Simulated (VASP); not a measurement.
# MgSn6N (P2/m) in VASP: single point with PBE

Aim: the single point of MgSn6N with PBE.

Everything below comes from runs of VASP 6.6.1. Logs are shortened: lines on timing, memory, paths and dates and some standing lists are left out, and cuts for length are marked.

**1. The cell of the first run**

It takes space group P2/m (No. 10, monoclinic). The conventional cell has a = 3.181 Å, b = 3.128 Å, c = 19.764 Å, α = 90.00°, β = 94.14°, γ = 90.00°. Within 3.0 Å of Mg (site symmetry 2/m) lie 4 N at 2.23 Å. Within 4.1 Å of Sn (site symmetry m) lie 8 Sn at 3.13 to 3.42 Å. Sn (site symmetry m) has 1 N at 2.36 Å and 4 Sn at 3.13 to 3.18 Å and 4 Mg at 3.25 Å within 3.3 Å. Sn (site symmetry m) has 8 Sn at 3.13 to 3.50 Å within 4.1 Å. Within 3.0 Å of N (site symmetry 2/m) lie 4 Mg at 2.23 Å and 2 Sn at 2.36 Å.

**2. Single point, PBE (24.52 Å³/atom)**

INCAR

```
SYSTEM = MgSn6N
PREC = Accurate ; ENCUT = 600
EDIFF = 1E-6 ; ISMEAR = 0
SIGMA = 0.1 ; LREAL = .FALSE.
LASPH = .TRUE. ; NELM = 120
ALGO = Normal ; ISIF = 2
LWAVE = .FALSE. ; LCHARG = .FALSE.
GGA = PE ; NBANDS = 56
GGA_COMPAT = .FALSE.
```

KPOINTS

```
regular mesh
0
G
  10 10 2
  0 0 0
```

POSCAR

```
MgSn6N
1.0
    3.1806526951      0.0000000000     -0.0697560011
    0.0000000000      3.1281208515      0.0000000000
   -1.3231380604      0.0000000000     19.7460612714
Mg Sn N
1 6 1
Direct
    0.0000000000      0.5000000000      0.0000000000
    0.2784463475      0.0000000000      0.5755746057
    0.7215536525      0.0000000000      0.4244253943
    0.5669680831      0.0000000000      0.1199205184
    0.4330319169      0.0000000000      0.8800794816
    0.8444711231      0.0000000000      0.7221845694
    0.1555288769      0.0000000000      0.2778154306
    0.5000000000      0.0000000000      0.0000000000
```

Potentials or basis: VASP PAW PBE potentials, release 64 (Mg, Sn_d, N).

The run is started by

```bash
$ cat potpaw_PBE.64/Mg/POTCAR potpaw_PBE.64/Sn_d/POTCAR potpaw_PBE.64/N/POTCAR > POTCAR
$ mpirun -np 1 vasp_std > vasp.out
```

OUTCAR:

```text
SYSTEM = MgSn6N
   PREC = Accurate
   ENCUT = 600
   EDIFF = 1E-6
   ISMEAR = 0
   LREAL = .FALSE.
   LASPH = .TRUE.
   NELM = 120
   ISIF = 2
   GGA = PE

 ion  position               nearest neighbor table
   1  0.000  0.500  0.000-   8 2.23   8 2.23   8 2.23   8 2.23   5 3.25   5 3.25   4 3.25   4 3.25
                             5 3.25   4 3.25   5 3.25   4 3.25
   2  0.278  0.000  0.576-   6 3.28   6 3.32   3 3.34   3 3.42
   3  0.722  0.000  0.424-   7 3.28   7 3.32   2 3.34   2 3.42
   4  0.567  0.000  0.120-   8 2.36   1 3.25   1 3.25   1 3.25   1 3.25   7 3.49   7 3.50
   5  0.433  0.000  0.880-   8 2.36   1 3.25   1 3.25   1 3.25   1 3.25   6 3.49   6 3.50
   6  0.844  0.000  0.722-   2 3.28   2 3.32   5 3.49   5 3.50
   7  0.156  0.000  0.278-   3 3.28   3 3.32   4 3.49   4 3.50
   8  0.500  0.000  0.000-   1 2.23   1 2.23   1 2.23   1 2.23   5 2.36   4 2.36

  LATTYP: Found a simple monoclinic cell.
 ALAT       =     3.1814175247
 B/A-ratio  =     0.9832475075
 C/A-ratio  =     6.2122587483
 COS(beta)  =    -0.0721341405

  Lattice vectors:

 A1 = (   3.1806526951,   0.0000000000,  -0.0697560011)
 A2 = (   0.0000000000,  -3.1281208515,   0.0000000000)
 A3 = (  -1.8575146347,   0.0000000000, -19.6763052703)

Analysis of symmetry for initial positions (statically):
=====================================================================
 Subroutine PRICEL returns:
 Original cell was already a primitive cell.

 Routine SETGRP: Setting up the symmetry group for a
 simple monoclinic supercell.

 Subroutine GETGRP returns: Found  4 space group operations
 (whereof  4 operations were pure point group operations)
 out of a pool of  4 trial point group operations.

The static configuration has the point symmetry C_2h.

Analysis of symmetry for dynamics (positions and initial velocities):
=====================================================================
 Subroutine PRICEL returns:
 Original cell was already a primitive cell.

 Routine SETGRP: Setting up the symmetry group for a
 simple monoclinic supercell.

 Subroutine GETGRP returns: Found  4 space group operations
 (whereof  4 operations were pure point group operations)
 out of a pool of  4 trial point group operations.

The dynamic configuration has the point symmetry C_2h.

 Subroutine INISYM returns: Found  4 space group operations
 (whereof  4 operations are pure point group operations),
 and found     1 'primitive' translations

[... 113 lines left out ...]
   ISYM   =      2    0-nonsym 1-usesym 2-fastsym
   POTIM  = 0.5000    time-step for ionic-motion
   TEBEG  =    0.0;   TEEND  =   0.0 temperature during run
   PSTRESS=    0.0 pullay stress
   NELECT =      91.0000    total number of electrons
   NUPDOWN=      -1.0000    fix difference up-down
   EMIN   =  10.00;   EMAX   =-10.00  energy-range for DOS
   EFERMI =   0.00;   METHOD = LEGACY
   ISMEAR =     0;   SIGMA  =   0.10  broadening in eV -4-tet -1-fermi 0-gaus
   EFERMI_NEDOS =   21; number of points for ismear=-14 and -15
   IALGO  =     38    algorithm
   IMIX   =      4    mixing-type and parameters
     AMIX     =   0.40;   BMIX     =  1.00
     AMIX_MAG =   1.60;   BMIX_MAG =  1.00
  volume/ion in A,a.u.               =      24.52       165.48
  Fermi-wavevector in a.u.,A,eV,Ry     =   1.267286  2.394824 21.851158  1.606015
  Thomas-Fermi vector in A             =   2.400442
   LORBIT       =      0    0 simple, 1 ext, 2 COOP (PROOUT), +10 PAW based schemes
   GGA     = PE    functional components
   LHFCALC =     F    Hartree Fock is set to
   AEXX    =    0.0000 exact exchange contribution
   IVDW    =     0    specifies the selected vdW correction
   LEPSILON=     F    determine dielectric tensor
   LRPA    =     F    only Hartree local field effects (RPA)
 non-spin polarized calculation
 Gauss-broadening in eV      SIGMA  =   0.10
  energy-cutoff  :      600.00
  volume of cell :      196.17
 maximum number of plane-waves:      6604
 NGX is ok and might be reduce to    28
   NGX = 13   NGY = 13   NGZ = 79

 number of electron      90.9999995 magnetization

 Free energy of the ion-electron system (eV)
  ---------------------------------------------------
  ext. energy  EPLUGINS =         0.00000000
  ---------------------------------------------------
  free energy    TOTEN  =       -33.32330469 eV

  energy without entropy =      -33.31225219  energy(sigma->0) =      -33.31777844

 E-fermi :   6.9136     XC(G=0): -10.0434

 val. band max:        6.9102008200   @ k =   0.1000   0.4000   0.5000
 cond. band min:       6.9268981297   @ k =   0.2000   0.1000  -0.0000
 fundamental gap:      0.0166973097
 Fermi energy:         6.9136002498

 k-point     1 :       0.0000    0.0000    0.0000
  band No.  band energies     occupation
      1     -14.6915      2.00000
      2     -14.6914      2.00000
      3     -14.6467      2.00000
      4     -14.6456      2.00000
      5     -14.6272      2.00000
      6     -14.6269      2.00000
[... 1405 lines left out ...]
     55       9.6956      0.00000
     56       9.8546      0.00000

 [... further k-points ...]

------------------------ aborting loop because EDIFF is reached ----------------------------------------

  FORCE on cell =-STRESS in cart. coord.  units (eV):
  Direction    XX          YY          ZZ          XY          YZ          ZX
  --------------------------------------------------------------------------------------
  -------------------------------------------------------------------------------------
  Total       -1.9016578     -1.7833290     -1.7769261      0.0000000      0.0000000     -0.0034675
  in kB      -15.5310710    -14.5646648    -14.5123716      0.0000000      0.0000000     -0.0283191
  external PRESSURE =     -14.8693691 kB  Pullay stress =       0.0000000 kB

 VOLUME and BASIS-vectors are now :
 -----------------------------------------------------------------------------
  energy-cutoff  :      600.00
  volume of cell :      196.17
      direct lattice vectors                 reciprocal lattice vectors
     3.180652695  0.000000000 -0.069756001     0.314863592  0.000000000  0.021098284
     0.000000000  3.128120851  0.000000000     0.000000000  0.319680744  0.000000000
    -1.323138060  0.000000000 19.746061271     0.001112304  0.000000000  0.050717544

 POSITION                                       TOTAL-FORCE (eV/Angst)
 -----------------------------------------------------------------------------------
      0.00000      1.56406      0.00000         0.000000      0.000000      0.000000
      0.12408      0.00000     11.34591        -0.001377      0.000000     -0.000535
      1.73344      0.00000      8.33040         0.001377      0.000000      0.000535
      1.64466      0.00000      2.32841        -0.000748      0.000000      0.003522
      0.21286      0.00000     17.34790         0.000748      0.000000     -0.003522
      1.73042      0.00000     14.20139        -0.000813      0.000000      0.001035
      0.12710      0.00000      5.47491         0.000813      0.000000     -0.001035
      1.59033      0.00000     -0.03488         0.000000      0.000000      0.000000
 -----------------------------------------------------------------------------------
    total drift:                                0.000000     -0.000000      0.000000

  FREE ENERGIE OF THE ION-ELECTRON SYSTEM (eV)
  ---------------------------------------------------
  free  energy   TOTEN  =       -33.3233046867 eV

  energy  without entropy=      -33.3122521903  energy(sigma->0) =      -33.31777844
```

It took 39 min on 1 thread of Intel Xeon 8259CL, shared host; peak memory 0.88 GiB.

Results:

| Quantity | Value |
| --- | --- |
| Free energy | -33.3233 eV |
| Pressure | -1.5 GPa |
| Largest force | 0.004 eV/Å |
| Band gap on the k mesh | zero (an odd number of electrons rules out a gap without spin polarisation) |

Forces on the atoms (eV/Å):
```
Mg   0.000  0.000  0.000
Sn  -0.001  0.000 -0.001
Sn   0.001  0.000  0.001
Sn  -0.001  0.000  0.004
Sn   0.001  0.000 -0.004
Sn  -0.001  0.000  0.001
Sn   0.001  0.000 -0.001
N    0.000  0.000  0.000
```

Caveat: spin-orbit coupling is left out, which moves the levels of the heavy elements.
